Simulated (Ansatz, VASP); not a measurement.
# Two plane-wave programs on TiCo3

```
Ti Co
1.0
     3.61400    0.00000    0.00000
     0.00000    3.61400    0.00000
     0.00000    0.00000    3.61400
Ti Co
1 3
Direct
  0.00000 0.00000 0.00000
  0.00000 0.50000 0.50000
  0.50000 0.00000 0.50000
  0.50000 0.50000 0.00000
```

Alike in both runs: task single point; functional r2SCAN; k mesh 1 × 1 × 1; occupations gaussian, width 0.1 eV; collinear spin.

```csv
,VASP,Ansatz
version,VASP 6.6.1,Ansatz 0.2.0
potentials or method,"VASP PAW PBE potentials, release 64 (Ti_sv, Co), cutoff 520 eV","scalar-relativistic, plane waves, PAW"
valence electrons in the cell,39,63
```

Ansatz gave:

* pressure (GPa): -7.3
* net moment per atom (μB): 1.25
* size of the moment on the site where the two differ most (μB): 1.39

What did VASP give for the same quantities?

Pressure (GPa): -16.2; net moment per atom (μB): 0.25; size of the moment on the site where the two differ most (μB): 0.40.

The net moments are unlike, so the other rows may belong to different states. VASP's potentials were made for PBE, not for r2SCAN. Site moments also hang on the region over which each program counts them. VASP's potentials hold 39 valence electrons a cell and Ansatz's 63, so a difference there can come from the potentials and not from the codes. Ansatz's warnings: stability check not made.

The k mesh is coarse, so the values compare programs but aren't converged.
